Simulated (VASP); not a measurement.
# TiC in VASP: relaxation of the atoms with PBEsol

Aim: the relaxation of the atoms of TiC with PBEsol.

All numbers are computed with VASP 6.6.1; they aren't measurements. Logs are shortened: lines on timing, memory, paths and dates and some standing lists are left out, and cuts for length are marked.

### 1 The cell of the first run

The cell holds a slab with vacuum, 12 atoms: a = 3.036 Å, b = 3.036 Å, c = 25.733 Å, α = 90.00°, β = 90.00°, γ = 90.00°.

### 2 Relaxation of the atoms, PBEsol

Contents of INCAR:

```
PREC     = Accurate       # precision mode
ENCUT    = 520            # plane-wave cutoff, eV
EDIFF    = 1E-7           # SCF threshold, eV
ISMEAR   = 0              # smearing method
SIGMA    = 0.1            # smearing width, eV
LREAL    = F              # projectors in reciprocal space
LASPH    = T              # aspherical terms in the spheres
NELM     = 120            # most SCF steps
ALGO     = Normal         # electronic algorithm
ISIF     = 2              # what is computed and relaxed
LWAVE    = F              # write WAVECAR
LCHARG   = F              # write CHGCAR
LDIPOL   = T            
IDIPOL   = 3            
DIPOL    = 0.5 0.5 0.500
GGA      = PS             # functional
IBRION   = 2              # ionic algorithm
NSW      = 80             # ionic steps
EDIFFG   = -0.02          # ionic threshold
GGA_COMPAT= F            
NELMIN   = 4            
NELMDL   = -8           
KPAR     = 4
```

Contents of KPOINTS:

```
regular mesh
0
Gamma
  11 11 1
```

Contents of POSCAR:

```
TiC
1.0
    3.0358717257      0.0000000000      0.0000000000
    0.0000000000      3.0358717257      0.0000000000
    0.0000000000      0.0000000000     25.7334274202
Ti C
6 6
Direct
    0.5000000000      0.5000000000      0.2914497116
    0.0000000000      0.0000000000      0.3748698270
    0.5000000000      0.5000000000      0.4582899423
    0.0000000000      0.0000000000      0.5417100577
    0.5000000000      0.5000000000      0.6251301730
    0.0000000000      0.0000000000      0.7085502884
    0.0000000000      0.0000000000      0.2914497116
    0.5000000000      0.5000000000      0.3748698270
    0.0000000000      0.0000000000      0.4582899423
    0.5000000000      0.5000000000      0.5417100577
    0.0000000000      0.0000000000      0.6251301730
    0.5000000000      0.5000000000      0.7085502884
```

Potentials or basis: VASP PAW PBE potentials, release 64 (Ti_sv, C).

Command:

```
> cat potpaw_PBE.64/Ti_sv/POTCAR potpaw_PBE.64/C/POTCAR > POTCAR
> mpirun -np 4 vasp_std > vasp.out
```

OUTCAR:

```text
PREC = Accurate
   ENCUT = 520
   EDIFF = 1E-7
   ISMEAR = 0
   LREAL = F
   LASPH = T
   NELM = 120
   ISIF = 2
   GGA = PS
   IBRION = 2
   NSW = 80
   EDIFFG = -0.02
   NELMIN = 4
   NELMDL = -8

 ion  position               nearest neighbor table
   1  0.500  0.500  0.291-   7 2.15   7 2.15   7 2.15   7 2.15   8 2.15
   2  0.000  0.000  0.375-   9 2.15   8 2.15   8 2.15   8 2.15   8 2.15   7 2.15
   3  0.500  0.500  0.458-   8 2.15   9 2.15   9 2.15   9 2.15   9 2.15  10 2.15
   4  0.000  0.000  0.542-  11 2.15  10 2.15  10 2.15  10 2.15  10 2.15   9 2.15
   5  0.500  0.500  0.625-  10 2.15  11 2.15  11 2.15  11 2.15  11 2.15  12 2.15
   6  0.000  0.000  0.709-  12 2.15  12 2.15  12 2.15  12 2.15  11 2.15
   7  0.000  0.000  0.291-   1 2.15   1 2.15   1 2.15   1 2.15   2 2.15
   8  0.500  0.500  0.375-   3 2.15   2 2.15   2 2.15   2 2.15   2 2.15   1 2.15
   9  0.000  0.000  0.458-   2 2.15   3 2.15   3 2.15   3 2.15   3 2.15   4 2.15
  10  0.500  0.500  0.542-   5 2.15   4 2.15   4 2.15   4 2.15   4 2.15   3 2.15
  11  0.000  0.000  0.625-   4 2.15   5 2.15   5 2.15   5 2.15   5 2.15   6 2.15
  12  0.500  0.500  0.709-   6 2.15   6 2.15   6 2.15   6 2.15   5 2.15

  LATTYP: Found a simple tetragonal cell.
 ALAT       =     3.0358717257
 C/A-ratio  =     8.4764541276

  Lattice vectors:

 A1 = (   3.0358717257,   0.0000000000,   0.0000000000)
 A2 = (   0.0000000000,   3.0358717257,   0.0000000000)
 A3 = (   0.0000000000,   0.0000000000,  25.7334274202)

Analysis of symmetry for initial positions (statically):
=====================================================================
 Subroutine PRICEL returns:
 Original cell was already a primitive cell.

 Routine SETGRP: Setting up the symmetry group for a
 simple tetragonal supercell.

 Subroutine GETGRP returns: Found 16 space group operations
 (whereof  8 operations were pure point group operations)
 out of a pool of 16 trial point group operations.

The static configuration has the point symmetry C_4v.
 The point group associated with its full space group is D_4h.

Analysis of symmetry for dynamics (positions and initial velocities):
=====================================================================
 Subroutine PRICEL returns:
 Original cell was already a primitive cell.

 Routine SETGRP: Setting up the symmetry group for a
 simple tetragonal supercell.

 Subroutine GETGRP returns: Found 16 space group operations
[... 140 lines left out ...]
     AMIX_MAG =   1.60;   BMIX_MAG =  1.00
  volume/ion in A,a.u.               =      19.76       133.38
  Fermi-wavevector in a.u.,A,eV,Ry     =   1.210999  2.288456 19.953194  1.466518
  Thomas-Fermi vector in A             =   2.346528
   LORBIT       =      0    0 simple, 1 ext, 2 COOP (PROOUT), +10 PAW based schemes
   GGA     = PS    functional components
   LHFCALC =     F    Hartree Fock is set to
   AEXX    =    0.0000 exact exchange contribution
   IVDW    =     0    specifies the selected vdW correction
   LEPSILON=     F    determine dielectric tensor
   LRPA    =     F    only Hartree local field effects (RPA)
 conjugate gradient relaxation of ions
 non-spin polarized calculation
 Gauss-broadening in eV      SIGMA  =   0.10
  energy-cutoff  :      520.00
  volume of cell :      237.17
 maximum number of plane-waves:      6424
 NGX is ok and might be reduce to    24
   NGX = 11   NGY = 11   NGZ = 95

--------------------------------------- Ionic step        1  -------------------------------------------

 number of electron      96.0000010 magnetization

 Free energy of the ion-electron system (eV)
  ---------------------------------------------------
  ext. energy  EPLUGINS =         0.00000000
  ---------------------------------------------------
  free energy    TOTEN  =      -116.48372197 eV

  energy without entropy =     -116.46926619  energy(sigma->0) =     -116.47649408

------------------------ aborting loop because EDIFF is reached ----------------------------------------

  FORCE on cell =-STRESS in cart. coord.  units (eV):
  Direction    XX          YY          ZZ          XY          YZ          ZX
  --------------------------------------------------------------------------------------
  -------------------------------------------------------------------------------------
  Total       -4.4706344     -4.4706344     -2.2080582      0.0000000      0.0000000      0.0000000
  in kB      -30.2005792    -30.2005792    -14.9161464      0.0000000      0.0000000      0.0000000
  external PRESSURE =     -25.1057682 kB  Pullay stress =       0.0000000 kB
[... 211 lines left out ...]
  FREE ENERGIE OF THE ION-ELECTRON SYSTEM (eV)
  ---------------------------------------------------
  free  energy   TOTEN  =      -116.6573117054 eV

  energy  without entropy=     -116.6464489132  energy(sigma->0) =     -116.65188031

 dipolmoment           0.000000      0.000000     -0.000000 electrons x Angstroem

--------------------------------------- Ionic step        6  -------------------------------------------

 number of electron      96.0000009 magnetization

 dipolmoment           0.000000      0.000000      0.000000 electrons x Angstroem

 Free energy of the ion-electron system (eV)
  ---------------------------------------------------
  ext. energy  EPLUGINS =         0.00000000
  ---------------------------------------------------
  free energy    TOTEN  =      -116.65751956 eV

  energy without entropy =     -116.64672137  energy(sigma->0) =     -116.65212046

 E-fermi :   2.4861     XC(G=0):  -7.1641

 val. band max:        2.4833987117   @ k =   0.0909   0.0909   0.0000
 cond. band min:       2.4883283436   @ k =   0.0909   0.0000   0.0000
 fundamental gap:      0.0049296319
 Fermi energy:         2.4860688195

 k-point     1 :       0.0000    0.0000    0.0000
  band No.  band energies     occupation
      1     -53.7483      2.00000
      2     -53.7035      2.00000
      3     -53.6571      2.00000
      4     -53.6451      2.00000
      5     -53.5235      2.00000
      6     -53.5235      2.00000
[... 1249 lines left out ...]
     56       5.5826      0.00000
     57       5.6208      0.00000

------------------------ aborting loop because EDIFF is reached ----------------------------------------

 vacuum level on the upper side and lower side of the slab       (xc-potential included)        -0.008        -0.008

  FORCE on cell =-STRESS in cart. coord.  units (eV):
  Direction    XX          YY          ZZ          XY          YZ          ZX
  --------------------------------------------------------------------------------------
  -------------------------------------------------------------------------------------
  Total       -4.2119978     -4.2119978     -0.6096031      0.0000000      0.0000000      0.0000000
  in kB      -28.4534055    -28.4534055     -4.1180655      0.0000000      0.0000000      0.0000000
  external PRESSURE =     -20.3416255 kB  Pullay stress =       0.0000000 kB
[... 27 lines left out ...]
  FREE ENERGIE OF THE ION-ELECTRON SYSTEM (eV)
  ---------------------------------------------------
  free  energy   TOTEN  =      -116.6575195635 eV

  energy  without entropy=     -116.6467213651  energy(sigma->0) =     -116.65212046

 reached required accuracy - stopping structural energy minimisation

 vacuum level on the upper side and lower side of the slab         7.088         7.088
```

OSZICAR:

```text
N       E                     dE             d eps       ncg     rms          rms(c)
DAV:   1     0.138026826304E+04    0.13803E+04   -0.49717E+04  2538   0.184E+03
DAV:   2     0.876831604849E+02   -0.12926E+04   -0.12586E+04  2515   0.583E+02
DAV:   3    -0.121413269759E+03   -0.20910E+03   -0.20277E+03  3679   0.205E+02
[... 101 lines left out ...]
DAV:   3    -0.116657521040E+03   -0.31265E-04   -0.63211E-04  3322   0.157E-01    0.229E-02
DAV:   4    -0.116657520142E+03    0.89775E-06   -0.31192E-05  3362   0.566E-02    0.125E-02
DAV:   5    -0.116657520193E+03   -0.51021E-07   -0.19932E-05  3347   0.707E-02    0.887E-03
DAV:   6    -0.116657519308E+03    0.88505E-06   -0.88694E-06  3418   0.392E-02    0.227E-03
DAV:   7    -0.116657519567E+03   -0.25965E-06   -0.34525E-06  3379   0.122E-02    0.165E-03
DAV:   8    -0.116657519563E+03    0.39745E-08   -0.30118E-07  2249   0.635E-03
   6 F= -.11665752E+03 E0= -.11665212E+03  d E =-.207858E-03
```

It took 5.8 min on 4 MPI ranks of Intel Xeon 6975P-C (Granite Rapids), shared host; peak memory 0.46 GiB.

What came out:

* Free energy: -116.6575 eV
* Energy gained by relaxing: 14.5 meV/atom
* Ionic steps: 6
* Largest force after relaxing: 0.018 eV/Å
* Band gap on the k mesh: zero (bands 48 and 49 overlap by 0.85 eV)

Forces in eV/Å, atoms in the order of the input:
```
Ti   0.000  0.000  0.015
Ti   0.000  0.000  0.013
Ti   0.000  0.000  0.007
Ti   0.000  0.000 -0.007
Ti   0.000  0.000 -0.013
Ti   0.000  0.000 -0.015
C    0.000  0.000  0.017
C    0.000  0.000  0.013
C    0.000  0.000  0.018
C    0.000  0.000 -0.018
C    0.000  0.000 -0.013
C    0.000  0.000 -0.017
```

Step by step:
```tsv
step	energy change (eV)	largest force (eV/Å)	pressure (GPa)
1	0.0000	1.4790	-2.51
2	-0.1669	0.3419	-1.94
3	-0.1698	0.2118	-2.02
4	-0.1734	0.0537	-2.04
5	-0.1736	0.0464	-2.05
6	-0.1738	0.0180	-2.03
```

Final structure:
```
CELL_PARAMETERS angstrom
3.03587 0.00000 0.00000
0.00000 3.03587 0.00000
0.00000 0.00000 25.73343
ATOMIC_POSITIONS crystal
Ti 0.50000 0.50000 0.29407
Ti 0.00000 0.00000 0.37542
Ti 0.50000 0.50000 0.45840
Ti 0.00000 0.00000 0.54160
Ti 0.50000 0.50000 0.62458
Ti 0.00000 0.00000 0.70593
C 0.00000 0.00000 0.28953
C 0.50000 0.50000 0.37427
C 0.00000 0.00000 0.45773
C 0.50000 0.50000 0.54227
C 0.00000 0.00000 0.62573
C 0.50000 0.50000 0.71047
```

Caveat: the PAW data sets were made with another functional, which shifts forces and pressure a little.
